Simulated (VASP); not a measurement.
Ge8N (a cell with a defect): single point with LDA

Ge8N (a cell with a defect):

```
Ge N
1.0
     5.62142    0.00000    0.00000
     0.00000   -5.62142    0.00000
     0.00000    0.00000   -5.62142
Ge N
8 1
Direct
  0.50000 0.00000 0.00000
  0.00000 0.50000 0.00000
  0.00000 0.00000 0.50000
  0.50000 0.50000 0.50000
  0.75000 0.75000 0.75000
  0.25000 0.25000 0.75000
  0.25000 0.75000 0.25000
  0.75000 0.25000 0.25000
  0.75000 0.41667 0.83333
```

* Program: VASP 6.6.1
* Task: single point
* Functional: LDA
* Potentials or basis: VASP PAW LDA potentials, release 64 (Ge_d, N)
* Cutoff: 520 eV
* k mesh: 6 × 6 × 6
* Occupations: gaussian, width 0.15 eV
* Spin: no spin polarisation
* Dipole correction: no
* Further INCAR settings: ALGO = Fast; EDIFF = 1e-06; NBANDS = 68

The pressure is 5.2 GPa and the largest force is 3.602 eV/Å. The band gap on the k mesh is zero (an odd number of electrons rules out a gap without spin polarisation).

Forces in eV/Å, atoms in the order of the input:
```
Ge   0.007 -0.119  0.128
Ge   3.155  0.723 -1.580
Ge   0.238 -0.035  0.013
Ge  -0.132  0.393  0.220
Ge  -1.288 -0.909  0.541
Ge   0.610  0.129 -0.097
Ge  -0.024 -0.364 -0.005
Ge  -0.378  0.297 -0.546
N   -2.189 -0.115  1.325
```

Stress tensor (GPa, compression positive):
```
 7.55  0.93 -3.11
 0.93  2.84 -1.48
-3.11 -1.48  5.22
```

Levels at points of the mesh, in eV from the Fermi level:
```
           k point  band 57  band 58  band 59  band 60  band 61  band 62
(0.00, 0.00, 0.00)    -0.80     0.16     0.19     0.54     0.62     0.80
(0.50, 0.00, 0.00)    -1.49    -0.89    -0.63     1.58     1.85     2.47
(0.00, 0.50, 0.00)    -1.88    -0.86     0.13     1.21     1.77     2.20
(0.00, 0.00, 0.50)    -1.87    -0.96    -0.45     1.49     1.99     2.24
(0.50, 0.50, 0.00)    -1.18    -0.92     0.23     1.45     2.12     2.51
(0.00, 0.50, 0.50)    -1.20    -1.03    -0.02     1.60     2.02     2.45
(0.50, 0.00, 0.50)    -1.31    -0.38    -0.23     0.93     2.26     2.49
(0.50, 0.50, 0.50)    -1.17    -0.75    -0.30     0.14     0.85     1.33
```

It took 24 min on 1 thread of Oxide Virtual Turin-like Processor (shared host), peak memory 0.83 GiB.
